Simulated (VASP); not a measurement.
# Si2IrPd2 (P4/mmm) in VASP: single point with PBE

Aim: the single point of Si2IrPd2 with PBE.

Program: VASP 6.6.1. These are calculated values, not measurements. Logs are shortened: lines on timing, memory, paths and dates and some standing lists are left out, and cuts for length are marked.

## Step 1: The cell of the first run

Symmetry: P4/mmm, No. 123, tetragonal system. Conventional cell: a = 3.791 Å, b = 3.791 Å, c = 5.374 Å, α = 90.00°, β = 90.00°, γ = 90.00°. Within 3.1 Å of Si (site symmetry mmm) lie 4 Pd at 2.37 Å and 4 Si at 2.68 Å. Within 3.1 Å of Pd (site symmetry 4mm) lie 4 Si at 2.37 Å and 2 Pd at 2.53 to 2.85 Å and 4 Ir at 2.96 Å. Ir (site symmetry 4/mmm) has 8 Pd at 2.96 Å and 8 Si at 3.29 Å and 4 Ir at 3.79 Å within 3.9 Å.

The cell was generated, and may not be a known phase.

## Step 2: Single point, PBE

The input, INCAR:

```
PREC = Accurate ; ENCUT = 630
EDIFF = 1E-6 ; ISMEAR = 0
SIGMA = 0.1 ; LREAL = False
LASPH = True ; NELM = 120
ALGO = Normal ; ISIF = 2
LWAVE = False ; LCHARG = False
GGA = PE ; NBANDS = 38
GGA_COMPAT = False
```

The input, KPOINTS:

```
Automatic mesh
0
Gamma
  4 4 4
```

The input, POSCAR:

```
Si2IrPd2
1.0
    3.7905653198      0.0000000000      0.0000000000
    0.0000000000      3.7905653198      0.0000000000
    0.0000000000      0.0000000000      5.3737872990
Si Pd Ir
2 2 1
Direct
    0.0000000000      0.5000000000      0.5000000000
    0.5000000000      0.0000000000      0.5000000000
    0.0000000000      0.0000000000      0.7650318117
    0.0000000000      0.0000000000      0.2349681883
    0.5000000000      0.5000000000      0.0000000000
```

Potentials or basis: VASP PAW PBE potentials, release 64 (Si, Pd_sv_GW, Ir_sv_GW).

Run with:

```
cat potpaw_PBE.64/Si/POTCAR potpaw_PBE.64/Pd_sv_GW/POTCAR potpaw_PBE.64/Ir_sv_GW/POTCAR > POTCAR
mpirun -np 1 vasp_std > vasp.out
```

OUTCAR:

```text
PREC = Accurate
   ENCUT = 630
   EDIFF = 1E-6
   ISMEAR = 0
   LREAL = False
   LASPH = True
   NELM = 120
   ISIF = 2
   GGA = PE

 ion  position               nearest neighbor table
   1  0.000  0.500  0.500-   3 2.37   4 2.37   3 2.37   4 2.37   2 2.68   2 2.68   2 2.68   2 2.68

   2  0.500  0.000  0.500-   3 2.37   4 2.37   3 2.37   4 2.37   1 2.68   1 2.68   1 2.68   1 2.68

   3  0.000  0.000  0.765-   1 2.37   2 2.37   1 2.37   2 2.37   4 2.53   5 2.96   5 2.96   5 2.96
                             5 2.96
   4  0.000  0.000  0.235-   1 2.37   2 2.37   1 2.37   2 2.37   3 2.53   5 2.96   5 2.96   5 2.96
                             5 2.96
   5  0.500  0.500  0.000-   3 2.96   4 2.96   3 2.96   4 2.96   3 2.96   4 2.96   3 2.96   4 2.96

  LATTYP: Found a simple tetragonal cell.
 ALAT       =     3.7905653198
 C/A-ratio  =     1.4176743693

  Lattice vectors:

 A1 = (   3.7905653198,   0.0000000000,   0.0000000000)
 A2 = (   0.0000000000,   3.7905653198,   0.0000000000)
 A3 = (   0.0000000000,   0.0000000000,   5.3737872990)

Analysis of symmetry for initial positions (statically):
=====================================================================
 Subroutine PRICEL returns:
 Original cell was already a primitive cell.

 Routine SETGRP: Setting up the symmetry group for a
 simple tetragonal supercell.

 Subroutine GETGRP returns: Found 16 space group operations
 (whereof 16 operations were pure point group operations)
 out of a pool of 16 trial point group operations.

The static configuration has the point symmetry D_4h.

Analysis of symmetry for dynamics (positions and initial velocities):
=====================================================================
 Subroutine PRICEL returns:
 Original cell was already a primitive cell.

 Routine SETGRP: Setting up the symmetry group for a
 simple tetragonal supercell.

 Subroutine GETGRP returns: Found 16 space group operations
 (whereof 16 operations were pure point group operations)
 out of a pool of 16 trial point group operations.

The dynamic configuration has the point symmetry D_4h.

 Subroutine INISYM returns: Found 16 space group operations
 (whereof 16 operations are pure point group operations),
 and found     1 'primitive' translations

----------------------------------------------------------------------------------------

                                     Primitive cell

  volume of cell :      77.2126
[... 88 lines left out ...]
   EDIFF  = 0.1E-05   stopping-criterion for ELM
   LREAL  =      F    real-space projection
   EDIFFG = 0.1E-04   stopping-criterion for IOM
   NSW    =      0    number of steps for IOM
   IBRION =     -1    ionic relax: 0-MD 1-quasi-New 2-CG
   NFREE  =      0    steps in history (QN), initial steepest desc. (CG)
   ISIF   =      2    stress and relaxation
   ISYM   =      2    0-nonsym 1-usesym 2-fastsym
   POTIM  = 0.5000    time-step for ionic-motion
   TEBEG  =    0.0;   TEEND  =   0.0 temperature during run
   PSTRESS=    0.0 pullay stress
   NELECT =      61.0000    total number of electrons
   NUPDOWN=      -1.0000    fix difference up-down
   EMIN   =  10.00;   EMAX   =-10.00  energy-range for DOS
   EFERMI =   0.00;   METHOD = LEGACY
   ISMEAR =     0;   SIGMA  =   0.10  broadening in eV -4-tet -1-fermi 0-gaus
   EFERMI_NEDOS =   21; number of points for ismear=-14 and -15
   IALGO  =     38    algorithm
   IMIX   =      4    mixing-type and parameters
     AMIX     =   0.40;   BMIX     =  1.00
     AMIX_MAG =   1.60;   BMIX_MAG =  1.00
  volume/ion in A,a.u.               =      15.44       104.21
  Fermi-wavevector in a.u.,A,eV,Ry     =   1.513405  2.859922 31.162730  2.290396
  Thomas-Fermi vector in A             =   2.623201
   LORBIT       =      0    0 simple, 1 ext, 2 COOP (PROOUT), +10 PAW based schemes
   GGA     = PE    functional components
   LHFCALC =     F    Hartree Fock is set to
   AEXX    =    0.0000 exact exchange contribution
   IVDW    =     0    specifies the selected vdW correction
   LEPSILON=     F    determine dielectric tensor
   LRPA    =     F    only Hartree local field effects (RPA)
 non-spin polarized calculation
 Gauss-broadening in eV      SIGMA  =   0.10
  energy-cutoff  :      630.00
  volume of cell :       77.21
 maximum number of plane-waves:      2792
 NGX is ok and might be reduce to    32
   NGX = 15   NGY = 15   NGZ = 21

 number of electron      60.9999998 magnetization

 Free energy of the ion-electron system (eV)
  ---------------------------------------------------
  ext. energy  EPLUGINS =         0.00000000
  ---------------------------------------------------
  free energy    TOTEN  =       -26.55221424 eV

  energy without entropy =      -26.54533402  energy(sigma->0) =      -26.54877413

 E-fermi :   9.3139     XC(G=0): -12.3641

 val. band max:        9.2826181282   @ k =   0.0000   0.0000   0.2500
 cond. band min:       9.3306179129   @ k =   0.0000   0.0000   0.5000
 fundamental gap:      0.0479997848
 Fermi energy:         9.3139092202

 k-point     1 :       0.0000    0.0000    0.0000
  band No.  band energies     occupation
      1     -81.7951      2.00000
      2     -76.2791      2.00000
      3     -76.2457      2.00000
      4     -42.2199      2.00000
      5     -42.0025      2.00000
      6     -42.0025      2.00000
[... 727 lines left out ...]
     37      17.4496      0.00000
     38      18.3661      0.00000

------------------------ aborting loop because EDIFF is reached ----------------------------------------

  FORCE on cell =-STRESS in cart. coord.  units (eV):
  Direction    XX          YY          ZZ          XY          YZ          ZX
  --------------------------------------------------------------------------------------
  -------------------------------------------------------------------------------------
  Total       -0.1347585     -0.1347585     -0.0297175      0.0000000      0.0000000      0.0000000
  in kB       -2.7962646     -2.7962646     -0.6166436      0.0000000      0.0000000      0.0000000
  external PRESSURE =      -2.0697242 kB  Pullay stress =       0.0000000 kB

 VOLUME and BASIS-vectors are now :
 -----------------------------------------------------------------------------
  energy-cutoff  :      630.00
  volume of cell :       77.21
      direct lattice vectors                 reciprocal lattice vectors
     3.790565320  0.000000000  0.000000000     0.263812892  0.000000000  0.000000000
     0.000000000  3.790565320  0.000000000     0.000000000  0.263812892  0.000000000
     0.000000000  0.000000000  5.373787299     0.000000000  0.000000000  0.186088497

 POSITION                                       TOTAL-FORCE (eV/Angst)
 -----------------------------------------------------------------------------------
      0.00000      1.89528      2.68689        -0.000000      0.000000      0.000000
      1.89528      0.00000      2.68689        -0.000000      0.000000      0.000000
      0.00000      0.00000      4.11112         0.000000      0.000000      0.014068
      0.00000      0.00000      1.26267        -0.000000     -0.000000     -0.014068
      1.89528      1.89528      0.00000        -0.000000      0.000000      0.000000
 -----------------------------------------------------------------------------------
    total drift:                                0.000000     -0.000000     -0.000000

  FREE ENERGIE OF THE ION-ELECTRON SYSTEM (eV)
  ---------------------------------------------------
  free  energy   TOTEN  =       -26.5522142433 eV

  energy  without entropy=      -26.5453340181  energy(sigma->0) =      -26.54877413
```

Run time: 1.7 min. Hardware: 1 thread of AMD EPYC 7R43 (Zen 3), shared host; peak memory 0.23 GiB.

What came out:

```yaml
Free_energy: -26.5522 eV
Pressure: -0.2 GPa
Largest_force: 0.014 eV/Å
Band_gap_on_the_k_mesh: zero (an odd number of electrons rules out a gap without spin polarisation)
```

Forces on the atoms (eV/Å):
```
Si   0.000  0.000  0.000
Si   0.000  0.000  0.000
Pd   0.000  0.000  0.014
Pd   0.000  0.000 -0.014
Ir   0.000  0.000  0.000
```

Caveat: the k points lie up to 0.41 Å⁻¹ apart, too coarse for converged energies and pressures of a metal; spin-orbit coupling is left out, which moves the levels of the heavy elements.

The gap in the log of VASP goes by the Fermi energy; the results here count the filled bands.